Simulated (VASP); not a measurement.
# Zr4TiC5 (P1) in VASP: notebook, part 2 of 2

VASP 6.6.1. The steps go on from the part before.

## 5. Single point, PBE

The input, INCAR:

```
SYSTEM = Zr4TiC5
PREC     = Accurate       ! precision mode
ENCUT    = 520            ! plane-wave cutoff, eV
EDIFF    = 1E-6           ! SCF threshold, eV
ISMEAR   = 0              ! smearing method
SIGMA    = 0.1            ! smearing width, eV
LREAL    = Auto         
LASPH    = .TRUE.         ! aspherical terms in the spheres
NELM     = 100            ! most SCF steps
ALGO     = Normal         ! electronic algorithm
ISIF     = 2              ! what is computed and relaxed
LWAVE    = .FALSE.        ! write WAVECAR
LCHARG   = .FALSE.        ! write CHGCAR
GGA      = PE             ! functional
ISYM     = 0            
NBANDS   = 96             ! bands
```

The input, KPOINTS:

```
regular mesh
0
G
  4 4 3
  0 0 0
```

The input, POSCAR:

```
Zr4TiC5
1.0
    2.3227302430      2.3236094388      4.6352051521
   -2.3266596864     -2.3247353362      4.6377338005
    6.9624077181     -4.6379227985      2.3158322205
C Ti Zr
10 2 8
Direct
    0.9417603900      0.7511392578      0.5938647529
    0.8467684423      0.2558718771      0.7942083028
    0.3569127345      0.7452298990      0.7940103119
    0.7491353137      0.7506357830      0.9992396730
    0.1414863935      0.7559411841      0.2044346862
    0.0362144689      0.2512472361      0.4047308061
    0.5565098823      0.7501750312      0.4046528886
    0.4620634720      0.2500387223      0.5937891184
    0.2491246485      0.2506157705      0.9992663275
    0.6515482520      0.2453708970      0.2042674649
    0.7977923952      0.0006334830      0.4016472187
    0.7002789627      0.5006401157      0.5968986181
    0.2000694877      0.0006796982      0.5974970632
    0.1009522947      0.5005904230      0.7958022575
    0.6013547221      0.0005834791      0.7949896954
    0.9986759419      0.0006076030      0.9999630647
    0.3971839445      0.0007072136      0.2026760844
    0.2980407559      0.5006784940      0.4009743256
    0.4994316069      0.5006744380      0.9985479222
    0.8967878555      0.5006656063      0.2035149681
```

Potentials or basis: VASP PAW PBE potentials, release 64 (C, Ti_sv, Zr_sv).

On the command line:

```
cat potpaw_PBE.64/C/POTCAR potpaw_PBE.64/Ti_sv/POTCAR potpaw_PBE.64/Zr_sv/POTCAR > POTCAR
mpirun -np 1 vasp_std > vasp.out
```

OUTCAR:

```text
SYSTEM = Zr4TiC5
   PREC = Accurate
   ENCUT = 520
   EDIFF = 1E-6
   ISMEAR = 0
   LREAL = Auto
   LASPH = .TRUE.
   NELM = 100
   ISIF = 2
   GGA = PE
   ISYM = 0

 ion  position               nearest neighbor table
   1  0.942  0.751  0.594-  11 2.25  12 2.27  15 2.30  18 2.31  14 2.36  13 2.36
   2  0.847  0.256  0.794-  12 2.28  14 2.32  15 2.32  19 2.32  13 2.33  16 2.38
   3  0.357  0.745  0.794-  12 2.28  14 2.32  15 2.32  19 2.32  13 2.33  16 2.38
   4  0.749  0.751  0.999-  16 2.32  19 2.32  14 2.34  17 2.34  20 2.35  15 2.35
   5  0.141  0.756  0.204-  11 2.28  17 2.32  20 2.32  16 2.33  18 2.33  19 2.38
   6  0.036  0.251  0.405-  12 2.25  11 2.27  20 2.31  13 2.31  17 2.36  18 2.36
   7  0.557  0.750  0.405-  12 2.25  11 2.27  20 2.30  13 2.31  17 2.36  18 2.36
   8  0.462  0.250  0.594-  11 2.25  12 2.27  15 2.31  18 2.31  14 2.36  13 2.36
   9  0.249  0.251  0.999-  19 2.32  16 2.32  17 2.34  14 2.34  15 2.35  20 2.35
  10  0.652  0.245  0.204-  11 2.28  17 2.32  20 2.32  16 2.32  18 2.33  19 2.38
  11  0.798  0.001  0.402-   8 2.25   1 2.25   7 2.27   6 2.27   5 2.28  10 2.28  15 3.23  13 3.26
                            13 3.26  20 3.27  20 3.28  17 3.28  17 3.28  18 3.29  18 3.29  16 3.30
  12  0.700  0.501  0.597-   6 2.25   7 2.25   8 2.27   1 2.27   3 2.28   2 2.28  20 3.23  18 3.26
                            18 3.26  15 3.27  15 3.28  14 3.28  14 3.28  13 3.29  13 3.29  19 3.29
  13  0.200  0.001  0.597-   7 2.31   6 2.31   2 2.33   3 2.33   8 2.36   1 2.36  17 3.24  11 3.26
                            11 3.26  18 3.27  18 3.27  15 3.27  15 3.27  14 3.27  14 3.28  12 3.29
  14  0.101  0.501  0.796-   2 2.32   3 2.32   4 2.34   9 2.34   8 2.36   1 2.36  18 3.24  13 3.27
                            12 3.28  12 3.28  13 3.28  15 3.29  15 3.29  19 3.29  19 3.29  16 3.30
  15  0.601  0.001  0.795-   1 2.30   8 2.31   3 2.32   2 2.32   4 2.35   9 2.35  11 3.23  13 3.27
                            13 3.27  12 3.27  12 3.28  14 3.29  14 3.29  19 3.30  19 3.30  16 3.30
  16  0.999  0.001  1.000-   4 2.32   9 2.32  10 2.32   5 2.33   2 2.38   3 2.38  19 3.29  19 3.29
                            17 3.29  17 3.29  11 3.30  20 3.30  20 3.30  14 3.30  15 3.30  14 3.30
  17  0.397  0.001  0.203-   5 2.32  10 2.32   9 2.34   4 2.34   6 2.36   7 2.36  13 3.24  18 3.27
                            18 3.28  11 3.28  11 3.28  20 3.29  20 3.29  16 3.29  16 3.29  19 3.30
  18  0.298  0.501  0.401-   1 2.31   8 2.31   5 2.33  10 2.33   6 2.36   7 2.36  14 3.24  12 3.26
                            12 3.26  13 3.27  13 3.27  20 3.27  20 3.27  17 3.27  17 3.28  11 3.29
  19  0.499  0.501  0.999-   9 2.32   4 2.32   2 2.32   3 2.32  10 2.38   5 2.38  16 3.29  16 3.29
                            14 3.29  14 3.29  12 3.29  15 3.30  15 3.30  17 3.30  20 3.30  17 3.30
  20  0.897  0.501  0.204-   7 2.30   6 2.31  10 2.32   5 2.32   4 2.35   9 2.35  12 3.23  18 3.27
                            18 3.27  11 3.27  11 3.28  17 3.29  17 3.29  16 3.30  16 3.30  19 3.30

IMPORTANT INFORMATION: All symmetrisations will be switched off!
NOSYMM: (Re-)initialisation of all symmetry stuff for point group C_1.

----------------------------------------------------------------------------------------

                                     Primitive cell

  volume of cell :     250.0468

  direct lattice vectors                    reciprocal lattice vectors
     2.322730243  2.323609439  4.635205152     0.064490946  0.150683584  0.107886299
    -2.326659686 -2.324735336  4.637733801    -0.107495133 -0.107552407  0.107782065
     6.962407718 -4.637922798  2.315832220     0.086191496 -0.086210862  0.000026056

  length of vectors
     5.681493062  5.685623491  8.680352988     0.196224561  0.186385883  0.121906880

  position of ions in fractional coordinates (direct lattice)
     0.941760390  0.751139258  0.593864753
     0.846768442  0.255871877  0.794208303
     0.356912734  0.745229899  0.794010312
     0.749135314  0.750635783  0.999239673
     0.141486394  0.755941184  0.204434686
     0.036214469  0.251247236  0.404730806
[... 12 lines left out ...]
     0.499431607  0.500674438  0.998547922
     0.896787856  0.500665606  0.203514968

[... 87 lines left out ...]
   ICHARG =      2    charge: 1-file 2-atom 10-const
   ISPIN  =      1    spin polarized calculation?
   LNONCOLLINEAR =      F non collinear calculations
   LSORBIT =      F    spin-orbit coupling
   LASPH  =      T    aspherical Exc in radial PAW
   ENCUT  =  520.0 eV  38.22 Ry    6.18 a.u.  10.56 10.57 16.14*2*pi/ulx,y,z
   NELM   =    100;   NELMIN=  2; NELMDL= -5     # of ELM steps
   EDIFF  = 0.1E-05   stopping-criterion for ELM
   LREAL  =      T    real-space projection
   EDIFFG = 0.1E-04   stopping-criterion for IOM
   NSW    =      0    number of steps for IOM
   IBRION =     -1    ionic relax: 0-MD 1-quasi-New 2-CG
   NFREE  =      0    steps in history (QN), initial steepest desc. (CG)
   ISIF   =      2    stress and relaxation
   ISYM   =      0    0-nonsym 1-usesym 2-fastsym
   POTIM  = 0.5000    time-step for ionic-motion
   TEBEG  =    0.0;   TEEND  =   0.0 temperature during run
   PSTRESS=    0.0 pullay stress
   NELECT =     160.0000    total number of electrons
   NUPDOWN=      -1.0000    fix difference up-down
   EMIN   =  10.00;   EMAX   =-10.00  energy-range for DOS
   EFERMI =   0.00;   METHOD = LEGACY
   ISMEAR =     0;   SIGMA  =   0.10  broadening in eV -4-tet -1-fermi 0-gaus
   EFERMI_NEDOS =   21; number of points for ismear=-14 and -15
   IALGO  =     38    algorithm
   IMIX   =      4    mixing-type and parameters
     AMIX     =   0.40;   BMIX     =  1.00
     AMIX_MAG =   1.60;   BMIX_MAG =  1.00
  volume/ion in A,a.u.               =      12.50        84.37
  Fermi-wavevector in a.u.,A,eV,Ry     =   1.410721  2.665876 27.077405  1.990133
  Thomas-Fermi vector in A             =   2.532646
   LORBIT       =      0    0 simple, 1 ext, 2 COOP (PROOUT), +10 PAW based schemes
   GGA     = PE    functional components
   LHFCALC =     F    Hartree Fock is set to
   AEXX    =    0.0000 exact exchange contribution
   IVDW    =     0    specifies the selected vdW correction
   LEPSILON=     F    determine dielectric tensor
   LRPA    =     F    only Hartree local field effects (RPA)
 non-spin polarized calculation
 Gauss-broadening in eV      SIGMA  =   0.10
  energy-cutoff  :      520.00
  volume of cell :      250.05
 maximum number of plane-waves:      6768
   NGX = 21   NGY = 21   NGZ = 33

 number of electron     160.0000007 magnetization

 Free energy of the ion-electron system (eV)
  ---------------------------------------------------
  ext. energy  EPLUGINS =         0.00000000
  ---------------------------------------------------
  free energy    TOTEN  =      -192.28618884 eV

  energy without entropy =     -192.27162139  energy(sigma->0) =     -192.27890512

 E-fermi :   9.3987     XC(G=0): -12.1926

 val. band max:        9.3942298654   @ k =   0.2500  -0.2500   0.3333
 cond. band min:       9.4080518053   @ k =  -0.0000  -0.0000   0.3333
 fundamental gap:      0.0138219399
 Fermi energy:         9.3987328780

 k-point     1 :       0.0000    0.0000    0.0000
  band No.  band energies     occupation
      1     -47.3787      2.00000
      2     -47.3682      2.00000
      3     -38.5449      2.00000
      4     -38.4728      2.00000
      5     -38.4665      2.00000
      6     -38.4498      2.00000
[... 2269 lines left out ...]
     91      12.4399      0.00000
     92      12.5133      0.00000

 [... further k-points ...]

 [bands above 92 left out]

------------------------ aborting loop because EDIFF is reached ----------------------------------------

  FORCE on cell =-STRESS in cart. coord.  units (eV):
  Direction    XX          YY          ZZ          XY          YZ          ZX
  --------------------------------------------------------------------------------------
  -------------------------------------------------------------------------------------
  Total        0.1952194      0.5148482      0.6199714     -0.0131289     -0.0384370     -0.0000482
  in kB        1.2508703      3.2988952      3.9724729     -0.0841236     -0.2462852     -0.0003092
  external PRESSURE =       2.8407461 kB  Pullay stress =       0.0000000 kB

 VOLUME and BASIS-vectors are now :
 -----------------------------------------------------------------------------
  energy-cutoff  :      520.00
  volume of cell :      250.05
      direct lattice vectors                 reciprocal lattice vectors
     2.322730243  2.323609439  4.635205152     0.064490946  0.150683584  0.107886299
    -2.326659686 -2.324735336  4.637733801    -0.107495133 -0.107552407  0.107782065
     6.962407718 -4.637922798  2.315832220     0.086191496 -0.086210862  0.000026056

 POSITION                                       TOTAL-FORCE (eV/Angst)
 -----------------------------------------------------------------------------------
      4.57454     -2.31222      9.22413        -0.005626     -0.005786      0.008300
      6.90109     -2.31075      6.95086        -0.012922      0.002129      0.003971
      4.62334     -4.58570      6.94934         0.001403     -0.005174     -0.002015
      6.95068     -4.63873      9.26772        -0.006405     -0.001991     -0.002921
     -0.00683     -2.37676      4.63511        -0.004694     -0.004609     -0.001788
      2.31745     -2.37705      2.27037        -0.008595      0.003976     -0.000268
[... 12 lines left out ...]
      6.94744     -4.63464      6.94943         0.002902      0.003626      0.000183
      2.33507     -0.02402      6.95006         0.010937     -0.004635      0.007498
 -----------------------------------------------------------------------------------
    total drift:                               -0.002303      0.001765     -0.014491

  FREE ENERGIE OF THE ION-ELECTRON SYSTEM (eV)
  ---------------------------------------------------
  free  energy   TOTEN  =      -192.2861888426 eV

  energy  without entropy=     -192.2716213922  energy(sigma->0) =     -192.27890512
```

It took 13 min on 1 thread of Intel Xeon 6975P-C (Granite Rapids), shared host; peak memory 0.57 GiB.

Results:

```yaml
Free_energy: -192.2862 eV
Pressure: 0.3 GPa
Largest_force: 0.015 eV/Å
Band_gap_on_the_k_mesh: zero (bands 80 and 81 overlap by 1.14 eV)
```

Forces in eV/Å, atoms in the order of the input:
```
C   -0.006 -0.006  0.008
C   -0.013  0.002  0.004
C    0.001 -0.005 -0.002
C   -0.006 -0.002 -0.003
C   -0.005 -0.005 -0.002
C   -0.009  0.004  0.000
C    0.005  0.003 -0.014
C    0.008  0.004 -0.004
C   -0.009 -0.001 -0.003
C    0.009 -0.009 -0.006
Ti  -0.007  0.009  0.008
Ti   0.009 -0.007 -0.006
Zr   0.004 -0.007 -0.006
Zr  -0.005 -0.001 -0.002
Zr  -0.009  0.007 -0.001
Zr   0.001  0.004  0.005
Zr   0.011  0.003  0.008
Zr   0.005  0.009  0.009
Zr   0.003  0.004  0.000
Zr   0.011 -0.005  0.007
```

Levels at points of the mesh, in eV from the Fermi level:
```
           k point  band 77  band 78  band 79  band 80  band 81  band 82  band 83  band 84
(0.00, 0.00, 0.00)    -1.07     0.91     1.00     1.05     1.06     1.12     1.14     1.15
(0.50, 0.00, 0.00)    -1.56    -1.51    -1.43    -1.36     1.22     1.32     1.51     1.55
(0.00, 0.50, 0.00)    -1.51    -1.50    -1.46    -1.46     1.22     1.22     1.36     1.36
(0.50, 0.50, 0.00)    -0.99    -0.70    -0.69     0.12     0.15     0.46     0.47     0.86
```

## 6. Summary

| cell | k mesh | gap on the mesh (eV) | pressure (GPa) | largest force (eV/Å) |
| --- | --- | --- | --- | --- |
| a = 5.680, b = 5.687, c = 8.699 Å, angles 83.7, 70.7, 70.7°, 20 atoms, atomic positions A | 3 × 3 × 2, shifted | none | 0.2 | 0.01 |
| a = 5.681, b = 5.682, c = 8.706 Å, angles 83.8, 70.7, 70.9°, 20 atoms, atomic positions B | 3 × 3 × 2, shifted | none | 0.2 | 0.02 |
| a = 5.681, b = 5.687, c = 8.699 Å, angles 83.7, 70.7, 70.7°, 20 atoms, atomic positions A | 3 × 3 × 2, shifted | none | 0.2 | 0.01 |
| a = 5.681, b = 5.686, c = 8.680 Å, angles 83.8, 70.9, 70.7°, 20 atoms, atomic positions A | 4 × 4 × 3 | none | 0.3 | 0.02 |

Alike in all rows: task single point; level PBE; potentials or basis VASP PAW PBE potentials, release 64 (C, Ti_sv, Zr_sv); no spin polarisation; cutoff (eV) 520; smearing gaussian 0.1 eV.

Caveats: some runs use coarse meshes.

Total energies depend on the potentials used, so only differences within one code and one set of settings carry meaning.
